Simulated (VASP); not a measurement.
# Ta2N (P-3m1) in VASP: notebook

The runs below take Ta2N through single point, with PBEsol.

All numbers are computed with VASP 6.6.1; they aren't measurements. Logs are shortened: lines on timing, memory, paths and dates and some standing lists are left out, and cuts for length are marked.

## 1. The cell of the first run

It takes space group P-3m1 (No. 164, trigonal). Conventional cell: a = 3.079 Å, b = 3.079 Å, c = 4.823 Å, α = 90.00°, β = 90.00°, γ = 120.00°. Within 3.1 Å of Ta (site symmetry 3m) lie 3 N at 2.16 Å and 12 Ta at 2.97 to 3.08 Å. N (site symmetry -3m) has 6 Ta at 2.16 Å within 2.9 Å.

## 2. Single point, PBEsol

Contents of INCAR:

```
SYSTEM = Ta2N
PREC     = Accurate       ! precision mode
ENCUT    = 520            ! plane-wave cutoff, eV
EDIFF    = 1E-6           ! SCF threshold, eV
ISMEAR   = 0              ! smearing method
SIGMA    = 0.1            ! smearing width, eV
LREAL    = .False.        ! projectors in reciprocal space
LASPH    = .True.         ! aspherical terms in the spheres
NELM     = 100            ! most SCF steps
ALGO     = Normal         ! electronic algorithm
ISIF     = 2              ! what is computed and relaxed
LWAVE    = .False.        ! write WAVECAR
LCHARG   = .False.        ! write CHGCAR
GGA      = PS             ! functional
NBANDS   = 20             ! bands
```

Contents of KPOINTS:

```
Automatic mesh
0
Gamma
  18 18 10
  0 0 0
```

Contents of POSCAR:

```
Ta2N
1.0
    3.0786153860      0.0000000000      0.0000000000
   -1.5393076930      2.6661591328      0.0000000000
    0.0000000000      0.0000000000      4.8232571822
Ta N
2 1
Direct
    0.6666666667      0.3333333333      0.7462554482
    0.3333333333      0.6666666667      0.2537445518
    0.0000000000      0.0000000000      0.0000000000
```

Potentials or basis: VASP PAW PBE potentials, release 64 (Ta_pv, N).

Command:

```sh
$ cat potpaw_PBE.64/Ta_pv/POTCAR potpaw_PBE.64/N/POTCAR > POTCAR
$ mpirun -np 1 vasp_std > vasp.out
```

OUTCAR:

```text
SYSTEM = Ta2N
   PREC = Accurate
   ENCUT = 520
   EDIFF = 1E-6
   ISMEAR = 0
   LREAL = .False.
   LASPH = .True.
   NELM = 100
   ISIF = 2
   GGA = PS

 ion  position               nearest neighbor table
   1  0.667  0.333  0.746-   3 2.16   3 2.16   3 2.16   2 2.97   2 2.97   2 2.97   2 3.03   2 3.03
                             2 3.03
   2  0.333  0.667  0.254-   3 2.16   3 2.16   3 2.16   1 2.97   1 2.97   1 2.97   1 3.03   1 3.03
                             1 3.03
   3  0.000  0.000  0.000-   1 2.16   2 2.16   1 2.16   2 2.16   1 2.16   2 2.16

  LATTYP: Found a hexagonal cell.
 ALAT       =     3.0786153860
 C/A-ratio  =     1.5666969002

  Lattice vectors:

 A1 = (   3.0786153860,   0.0000000000,   0.0000000000)
 A2 = (  -1.5393076930,   2.6661591328,   0.0000000000)
 A3 = (   0.0000000000,   0.0000000000,   4.8232571822)

Analysis of symmetry for initial positions (statically):
=====================================================================
 Subroutine PRICEL returns:
 Original cell was already a primitive cell.

 Routine SETGRP: Setting up the symmetry group for a
 hexagonal supercell.

 Subroutine GETGRP returns: Found 12 space group operations
 (whereof 12 operations were pure point group operations)
 out of a pool of 24 trial point group operations.

The static configuration has the point symmetry D_3d.

Analysis of symmetry for dynamics (positions and initial velocities):
=====================================================================
 Subroutine PRICEL returns:
 Original cell was already a primitive cell.

 Routine SETGRP: Setting up the symmetry group for a
 hexagonal supercell.

 Subroutine GETGRP returns: Found 12 space group operations
 (whereof 12 operations were pure point group operations)
 out of a pool of 24 trial point group operations.

The dynamic configuration has the point symmetry D_3d.

 Subroutine INISYM returns: Found 12 space group operations
 (whereof 12 operations are pure point group operations),
 and found     1 'primitive' translations

----------------------------------------------------------------------------------------

                                     Primitive cell

  volume of cell :      39.5897

  direct lattice vectors                    reciprocal lattice vectors
     3.078615386  0.000000000  0.000000000     0.324821348  0.187535693  0.000000000
    -1.539307693  2.666159133  0.000000000     0.000000000  0.375071386  0.000000000
     0.000000000  0.000000000  4.823257182     0.000000000  0.000000000  0.207328774

  length of vectors
     3.078615386  3.078615386  4.823257182     0.375071386  0.375071386  0.207328774

  position of ions in fractional coordinates (direct lattice)
     0.666666667  0.333333333  0.746255448
     0.333333333  0.666666667  0.253744552
     0.000000000  0.000000000  0.000000000

  ion indices of the primitive-cell ions
   primitive index   ion index
                 1           1
                 2           2
                 3           3

----------------------------------------------------------------------------------------

 KPOINTS: Automatic mesh

Automatic generation of k-mesh.
 Grid dimensions read from file:
 generate k-points for:   18   18   10

 Generating k-lattice:

  Cartesian coordinates                     Fractional coordinates (reciprocal lattice)
     0.018045630  0.010418650  0.000000000     0.055555556  0.000000000  0.000000000
     0.000000000  0.020837299  0.000000000     0.000000000  0.055555556  0.000000000
     0.000000000  0.000000000  0.020732877     0.000000000  0.000000000  0.100000000

  Length of vectors
     0.020837299  0.020837299  0.020732877

  Shift w.r.t. Gamma in fractional coordinates (k-lattice)
     0.000000000  0.000000000  0.000000000

 Subroutine IBZKPT returns following result:
 ===========================================

 Found    330 irreducible k-points:

 Following reciprocal coordinates:
            Coordinates               Weight
  0.000000  0.000000  0.000000      1.000000
  0.055556  0.000000  0.000000      6.000000
  0.111111  0.000000  0.000000      6.000000
  0.166667  0.000000  0.000000      6.000000
  0.222222  0.000000  0.000000      6.000000
  0.277778  0.000000  0.000000      6.000000
[... 16 lines left out ...]
  0.333333  0.111111  0.000000     12.000000
  0.388889  0.111111  0.000000     12.000000
 [... further k-points ...]
   k-points           NKPTS =    330   k-points in BZ     NKDIM =    330   number of bands    NBANDS=     20
   number of dos      NEDOS =    301   number of ions     NIONS =      3
   total plane-waves  NPLWV =  20736
   dimension x,y,z NGX =    24 NGY =   24 NGZ =   36
   dimension x,y,z NGXF=    48 NGYF=   48 NGZF=   72
   ions per type =               2   1
   NGX,Y,Z   is equivalent  to a cutoff of  12.96, 12.96, 12.41 a.u.
   NGXF,Y,Z  is equivalent  to a cutoff of  25.92, 25.92, 24.82 a.u.
 SYSTEM =  Ta2N
   PREC   = accura    normal or accurate (medium, high low for compatibility)
   ISTART =      0    job   : 0-new  1-cont  2-samecut
   ICHARG =      2    charge: 1-file 2-atom 10-const
   ISPIN  =      1    spin polarized calculation?
   LNONCOLLINEAR =      F non collinear calculations
   LSORBIT =      F    spin-orbit coupling
   LASPH  =      T    aspherical Exc in radial PAW
   ENCUT  =  520.0 eV  38.22 Ry    6.18 a.u.   5.72  5.72  8.97*2*pi/ulx,y,z
   NELM   =    100;   NELMIN=  2; NELMDL= -5     # of ELM steps
   EDIFF  = 0.1E-05   stopping-criterion for ELM
   LREAL  =      F    real-space projection
   EDIFFG = 0.1E-04   stopping-criterion for IOM
   NSW    =      0    number of steps for IOM
   IBRION =     -1    ionic relax: 0-MD 1-quasi-New 2-CG
   NFREE  =      0    steps in history (QN), initial steepest desc. (CG)
   ISIF   =      2    stress and relaxation
   ISYM   =      2    0-nonsym 1-usesym 2-fastsym
   POTIM  = 0.5000    time-step for ionic-motion
   TEBEG  =    0.0;   TEEND  =   0.0 temperature during run
   PSTRESS=    0.0 pullay stress
   NELECT =      27.0000    total number of electrons
   NUPDOWN=      -1.0000    fix difference up-down
   EMIN   =  10.00;   EMAX   =-10.00  energy-range for DOS
   EFERMI =   0.00;   METHOD = LEGACY
   ISMEAR =     0;   SIGMA  =   0.10  broadening in eV -4-tet -1-fermi 0-gaus
   EFERMI_NEDOS =   21; number of points for ismear=-14 and -15
   IALGO  =     38    algorithm
   IMIX   =      4    mixing-type and parameters
     AMIX     =   0.40;   BMIX     =  1.00
     AMIX_MAG =   1.60;   BMIX_MAG =  1.00
  volume/ion in A,a.u.               =      13.20        89.05
  Fermi-wavevector in a.u.,A,eV,Ry     =   1.441016  2.723125 28.252863  2.076527
  Thomas-Fermi vector in A             =   2.559695
   LORBIT       =      0    0 simple, 1 ext, 2 COOP (PROOUT), +10 PAW based schemes
   GGA     = PS    functional components
   LHFCALC =     F    Hartree Fock is set to
   AEXX    =    0.0000 exact exchange contribution
   IVDW    =     0    specifies the selected vdW correction
   LEPSILON=     F    determine dielectric tensor
   LRPA    =     F    only Hartree local field effects (RPA)
 non-spin polarized calculation
 Gauss-broadening in eV      SIGMA  =   0.10
  energy-cutoff  :      520.00
  volume of cell :       39.59
 maximum number of plane-waves:      1086
 NGX is ok and might be reduce to    24
   NGX = 11   NGY = 11   NGZ = 17

 number of electron      27.0000001 magnetization

 Free energy of the ion-electron system (eV)
  ---------------------------------------------------
  ext. energy  EPLUGINS =         0.00000000
  ---------------------------------------------------
  free energy    TOTEN  =       -36.49567772 eV

  energy without entropy =      -36.48926852  energy(sigma->0) =      -36.49247312

 E-fermi :   7.5820     XC(G=0): -13.1419

 val. band max:        7.5790234135   @ k =   0.5000   0.0000   0.4000
 cond. band min:       7.5847707092   @ k =   0.0556   0.0556   0.0000
 fundamental gap:      0.0057472957
 Fermi energy:         7.5819799763

 k-point     1 :       0.0000    0.0000    0.0000
  band No.  band energies     occupation
      1     -28.0458      2.00000
      2     -27.2312      2.00000
      3     -27.2312      2.00000
      4     -27.0936      2.00000
      5     -27.0936      2.00000
      6     -26.9700      2.00000
[... 12 lines left out ...]
     19       8.8310      0.00000
     20      12.7229      0.00000

 k-point     2 :       0.0556    0.0000    0.0000
  band No.  band energies     occupation
      1     -28.0355      2.00000
      2     -27.2522      2.00000
      3     -27.2389      2.00000
      4     -27.1148      2.00000
      5     -27.0950      2.00000
      6     -26.9739      2.00000
[... 12 lines left out ...]
     19       9.0829      0.00000
     20      12.7625      0.00000

 k-point     3 :       0.1111    0.0000    0.0000
  band No.  band energies     occupation
      1     -28.0053      2.00000
      2     -27.3129      2.00000
      3     -27.2605      2.00000
      4     -27.1747      2.00000
      5     -27.1000      2.00000
      6     -26.9858      2.00000
[... 12 lines left out ...]
     19       9.7602      0.00000
     20      12.7427      0.00000

 k-point     4 :       0.1667    0.0000    0.0000
  band No.  band energies     occupation
      1     -27.9572      2.00000
      2     -27.4062      2.00000
      3     -27.2919      2.00000
      4     -27.2632      2.00000
      5     -27.1091      2.00000
      6     -27.0063      2.00000
[... 429 lines left out ...]
 k-point    23 :       0.3333    0.1111    0.0000
  band No.  band energies     occupation
      1     -27.8479      2.00000
      2     -27.6571      2.00000
      3     -27.6198      2.00000
      4     -27.4495      2.00000
      5     -27.2160      2.00000
      6     -27.1806      2.00000
[... 12 lines left out ...]
     19      12.4258      0.00000
     20      12.7807      0.00000

 k-point    24 :       0.3889    0.1111    0.0000
  band No.  band energies     occupation
      1     -27.9014      2.00000
      2     -27.6809      2.00000
      3     -27.5681      2.00000
      4     -27.4794      2.00000
      5     -27.2285      2.00000
      6     -27.2224      2.00000
[... 12 lines left out ...]
     19      12.4341      0.00000
     20      12.5810      0.00000

 [... further k-points ...]

------------------------ aborting loop because EDIFF is reached ----------------------------------------

  FORCE on cell =-STRESS in cart. coord.  units (eV):
  Direction    XX          YY          ZZ          XY          YZ          ZX
  --------------------------------------------------------------------------------------
  -------------------------------------------------------------------------------------
  Total        0.1483586      0.1483586      0.1309460      0.0000000      0.0000000      0.0000000
  in kB        6.0040112      6.0040112      5.2993276      0.0000000      0.0000000      0.0000000
  external PRESSURE =       5.7691167 kB  Pullay stress =       0.0000000 kB

 VOLUME and BASIS-vectors are now :
 -----------------------------------------------------------------------------
  energy-cutoff  :      520.00
  volume of cell :       39.59
      direct lattice vectors                 reciprocal lattice vectors
     3.078615386  0.000000000  0.000000000     0.324821348  0.187535693  0.000000000
    -1.539307693  2.666159133  0.000000000     0.000000000  0.375071386  0.000000000
     0.000000000  0.000000000  4.823257182     0.000000000  0.000000000  0.207328774

 POSITION                                       TOTAL-FORCE (eV/Angst)
 -----------------------------------------------------------------------------------
      1.53931      0.88872      3.59938        -0.000000      0.000000     -0.056275
     -0.00000      1.77744      1.22388         0.000000      0.000000      0.056275
      0.00000      0.00000      0.00000         0.000000      0.000000     -0.000000
 -----------------------------------------------------------------------------------
    total drift:                                0.000000      0.000000      0.000000

  FREE ENERGIE OF THE ION-ELECTRON SYSTEM (eV)
  ---------------------------------------------------
  free  energy   TOTEN  =       -36.4956777229 eV

  energy  without entropy=      -36.4892685214  energy(sigma->0) =      -36.49247312
```

It took 77 s on 1 thread of Intel Xeon 6975P-C (Granite Rapids), shared host; peak memory 0.34 GiB.

Results:

```
Free energy            : -36.4957 eV
Pressure               : 0.6 GPa
Largest force          : 0.056 eV/Å
Band gap on the k mesh : zero (an odd number of electrons rules out a gap without spin polarisation)
```

Forces on the atoms (eV/Å):
```
Ta   0.000  0.000 -0.056
Ta   0.000  0.000  0.056
N    0.000  0.000  0.000
```

Levels at points of the mesh, in eV from the Fermi level:
```tsv
k point	band 10	band 11	band 12	band 13	band 14	band 15	band 16	band 17
(0.00, 0.00, 0.00)	-6.23	-4.90	-0.70	-0.25	-0.25	0.29	0.29	0.35
(0.50, 0.00, 0.00)	-6.53	-4.70	-2.61	-1.32	1.86	2.01	3.87	4.15
(0.00, 0.00, 0.50)	-6.41	-2.90	-2.65	-1.17	-1.17	1.87	2.08	2.36
(0.50, 0.00, 0.50)	-6.25	-3.41	-2.13	-2.09	-0.21	0.80	3.43	3.66
```

Caveat: the PAW data sets were made with another functional, which shifts forces and pressure a little; spin-orbit coupling is left out, which moves the levels of the heavy elements.

## 3. Single point, PBEsol (13.59 Å³/atom)

This run uses another cell than the first one, of 13.59 Å³/atom.

Contents of INCAR:

```
SYSTEM = Ta2N
  ALGO = Normal
  EDIFF = 1E-6
  ENCUT = 520
  GGA = PS
  ISIF = 2
  ISMEAR = 0
  LASPH = .True.
  LCHARG = .False.
  LREAL = .False.
  LWAVE = .False.
  NBANDS = 20
  NELM = 80
  PREC = Accurate
  SIGMA = 0.1
```

Contents of KPOINTS:

```
k-points
0
Gamma
  18 18 10
  0 0 0
```

Contents of POSCAR:

```
Ta2N
1.0
    3.1139945483      0.0000000000      0.0000000000
   -1.5569972742      2.6967983861      0.0000000000
    0.0000000000      0.0000000000      4.8557108760
Ta N
2 1
Direct
    0.6666666667      0.3333333333      0.7484430041
    0.3333333333      0.6666666667      0.2515569959
    0.0000000000      0.0000000000      0.0000000000
```

Potentials or basis: VASP PAW PBE potentials, release 64 (Ta_pv, N).

Command:

```sh
$ cat potpaw_PBE.64/Ta_pv/POTCAR potpaw_PBE.64/N/POTCAR > POTCAR
$ mpirun -np 1 vasp_std > vasp.out
```

It took 73 s on 1 thread of Intel Xeon 6975P-C (Granite Rapids), shared host; peak memory 0.35 GiB.

Results (log left out):

```
Free energy            : -36.4693 eV
Pressure               : -7.4 GPa
Largest force          : 0.052 eV/Å
Band gap on the k mesh : zero (an odd number of electrons rules out a gap without spin polarisation)
```

Forces in eV/Å, atoms in the order of the input:
```
Ta   0.000  0.000 -0.052
Ta   0.000  0.000  0.052
N    0.000  0.000  0.000
```

Stress tensor (GPa, compression positive):
```
-7.32  0.00  0.00
 0.00 -7.32  0.00
 0.00  0.00 -7.42
```

Levels at points of the mesh, in eV from the Fermi level:
```
           k point  band 10  band 11  band 12  band 13  band 14  band 15  band 16  band 17
(0.00, 0.00, 0.00)    -6.18    -4.88    -0.62    -0.26    -0.26     0.25     0.25     0.41
(0.50, 0.00, 0.00)    -6.44    -4.53    -2.57    -1.36     1.89     1.90     3.63     3.95
(0.00, 0.00, 0.50)    -6.34    -2.70    -2.66    -1.15    -1.15     1.82     1.85     2.23
(0.50, 0.00, 0.50)    -6.19    -3.32    -2.11    -2.08    -0.07     0.82     3.20     3.42
```

Caveat: the cell stands under tension; the PAW data sets were made with another functional, which shifts forces and pressure a little; spin-orbit coupling is left out, which moves the levels of the heavy elements.

## 4. Single point, PBEsol (13.99 Å³/atom)

This run uses another cell than the first one, of 13.99 Å³/atom.

Contents of INCAR:

```
SYSTEM = Ta2N
ALGO = Normal
EDIFF = 1E-6
ENCUT = 520
GGA = PS
ISIF = 2
ISMEAR = 0
LASPH = .True.
LCHARG = .True.
LELF = .True.
LREAL = .False.
LVHAR = .True.
LWAVE = .False.
NBANDS = 20
NELM = 100
PREC = Accurate
SIGMA = 0.1
```

KPOINTS is that of step 3.

Contents of POSCAR:

```
Ta2N
1.0
    3.1482605274      0.0000000000      0.0000000000
   -1.5741302637      2.7264735945      0.0000000000
    0.0000000000      0.0000000000      4.8889526089
Ta N
2 1
Direct
    0.6666666667      0.3333333333      0.7506677837
    0.3333333333      0.6666666667      0.2493322163
    0.0000000000      0.0000000000      0.0000000000
```

Command:

```sh
$ cat potpaw_PBE.64/Ta_pv/POTCAR potpaw_PBE.64/N/POTCAR > POTCAR
$ mpirun -np 1 vasp_std > vasp.out
```

It took 77 s on 1 thread of Intel Xeon 6975P-C (Granite Rapids), shared host; peak memory 0.36 GiB.

Results (log left out):

```yaml
Free_energy: -36.3890 eV
Pressure: -14.1 GPa
Largest_force: 0.041 eV/Å
Band_gap_on_the_k_mesh: zero (an odd number of electrons rules out a gap without spin polarisation)
```

Forces on the atoms (eV/Å):
```
Ta   0.000  0.000 -0.041
Ta   0.000  0.000  0.041
N    0.000  0.000  0.000
```

Stress tensor (GPa, compression positive):
```
-14.03   0.00   0.00
  0.00 -14.03   0.00
  0.00   0.00 -14.15
```

Levels at points of the mesh, in eV from the Fermi level:
| k point | band 10 | band 11 | band 12 | band 13 | band 14 | band 15 | band 16 | band 17 |
| --- | --- | --- | --- | --- | --- | --- | --- | --- |
| (0.00, 0.00, 0.00) | -6.13 | -4.85 | -0.54 | -0.28 | -0.28 | 0.23 | 0.23 | 0.47 |
| (0.50, 0.00, 0.00) | -6.35 | -4.36 | -2.52 | -1.39 | 1.78 | 1.92 | 3.43 | 3.76 |
| (0.00, 0.00, 0.50) | -6.28 | -2.66 | -2.51 | -1.13 | -1.13 | 1.63 | 1.78 | 2.11 |
| (0.50, 0.00, 0.50) | -6.12 | -3.24 | -2.08 | -2.07 | 0.06 | 0.85 | 2.99 | 3.20 |

Caveat: the cell stands under tension; the PAW data sets were made with another functional, which shifts forces and pressure a little; spin-orbit coupling is left out, which moves the levels of the heavy elements.

## 5. The runs side by side

```csv
cell,gap on the mesh (eV),pressure (GPa),largest force (eV/Å)
"a = 3.079, b = 3.079, c = 4.823 Å, angles 90.0, 90.0, 120.0°, 3 atoms, atomic positions A",none,0.6,0.06
"a = 3.114, b = 3.114, c = 4.856 Å, angles 90.0, 90.0, 120.0°, 3 atoms, atomic positions B",none,-7.4,0.05
"a = 3.148, b = 3.148, c = 4.889 Å, angles 90.0, 90.0, 120.0°, 3 atoms, atomic positions C",none,-14.1,0.04
```

Alike in all rows: task single point; level PBEsol; potentials or basis VASP PAW PBE potentials, release 64 (Ta_pv, N); no spin polarisation; k mesh 18 × 18 × 10; cutoff (eV) 520; smearing gaussian 0.1 eV.

Caveats: the PAW data sets were made with another functional, which shifts forces and pressure a little; spin-orbit coupling is left out, which moves the levels of the heavy elements; the cell stands under tension (at least some runs).

Absolute energies hang on the potentials; compare differences alone.
